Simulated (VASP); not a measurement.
# YBeCl5: relaxation of cell and atoms with PBEsol

The system is YBeCl5.

```xyz
7
Lattice="4.6273 0.0000 0.0000 0.0000 4.6273 0.0000 0.0000 0.0000 8.1923" Properties=species:S:1:pos:R:3 pbc="T T T"
Y     2.3137    2.3137    0.0000
Be    0.0000    0.0000    4.0961
Cl    0.0000    2.3137    2.4278
Cl    0.0000    2.3137    5.7645
Cl    2.3137    0.0000    2.4278
Cl    2.3137    0.0000    5.7645
Cl    0.0000    0.0000    0.0000
```

```json
{
 "Program": "VASP 6.6.1",
 "Task": "relaxation of cell and atoms",
 "Functional": "PBEsol",
 "Potentials or basis": "VASP PAW PBE potentials, release 64 (Y_sv, Be, Cl)",
 "Cutoff": "600 eV",
 "k mesh": "4 × 4 × 4",
 "Occupations": "fermi-dirac, width 0.03 eV",
 "Spin": "no spin polarisation",
 "Dipole correction": "no",
 "Further INCAR settings": "ALGO = Normal; EDIFF = 1e-07; IBRION = 2; EDIFFG = -0.01; NSW = 100; ISIF = 3"
}
```

```yaml
Relaxed_volume: 18.56 Å³/atom
Relaxed_cell: a = 4.303 Å, b = 4.303 Å, c = 7.019 Å, α = 90.00°, β = 90.00°, γ = 90.00°
Space_group_after_relaxing_to_0.05_Å: P4/mmm (No. 123)
Energy_gained_by_relaxing: 320.6 meV/atom
Ionic_steps: 10
Pressure_after_relaxing: 0.0 GPa
Band_gap_on_the_k_mesh: 1.93 eV, indirect (least direct gap 2.64 eV)
```

Stress tensor (GPa, compression positive):
```
 0.04  0.00  0.00
 0.00  0.04  0.00
 0.00  0.00 -0.05
```

The path:
```csv
step,energy change (eV),largest force (eV/Å),pressure (GPa),volume (Å³)
1,0.0000,0.1083,-10.95,175.41
2,-2.1570,0.0497,-2.69,135.32
3,-2.2205,0.0413,0.06,129.72
4,-2.2210,0.0401,0.52,128.89
5,-2.2394,0.1119,0.26,129.35
6,-2.2404,0.1351,0.19,129.48
7,-2.2436,0.0658,-0.05,129.99
8,-2.2441,0.0223,-0.21,130.32
9,-2.2445,0.0064,0.06,129.85
10,-2.2445,0.0009,0.01,129.94
```

Final structure:
```xyz
7
Lattice="4.3026 0.0000 0.0000 0.0000 4.3026 0.0000 0.0000 0.0000 7.0190" Properties=species:S:1:pos:R:3 pbc="T T T"
Y     2.1513    2.1513    0.0000
Be    0.0000    0.0000    3.5095
Cl    0.0000    2.1513    2.0575
Cl    0.0000    2.1513    4.9615
Cl    2.1513    0.0000    2.0575
Cl    2.1513    0.0000    4.9615
Cl    0.0000    0.0000    0.0000
```

Levels at points of the mesh, in eV from the valence-band top:
| k point | band 22 | band 23 | band 24 | band 25 | band 26 | band 27 |
| --- | --- | --- | --- | --- | --- | --- |
| (0.00, 0.00, 0.00) | -0.82 | -0.82 | -0.72 | 1.93 | 2.53 | 2.76 |
| (0.50, 0.00, 0.00) | -1.94 | -1.58 | 0.00 | 3.31 | 3.70 | 4.13 |
| (0.50, 0.50, 0.00) | -0.58 | -0.15 | -0.15 | 2.49 | 3.33 | 4.18 |
| (0.00, 0.00, 0.50) | -1.34 | -0.45 | -0.45 | 2.44 | 2.54 | 3.07 |
| (0.50, 0.00, 0.50) | -1.36 | -0.61 | -0.44 | 3.86 | 3.89 | 3.96 |
| (0.50, 0.50, 0.50) | -0.22 | -0.22 | -0.20 | 3.20 | 3.39 | 3.83 |

It took 22 min on 1 thread of Intel Xeon 6975P-C, on a shared host, peak memory 0.44 GiB.

Caveat: the volume moved by over 15 % at a fixed basis, so the end points are rough; the PAW data sets were made with another functional, which shifts forces and pressure a little. A k mesh can miss the band edges.
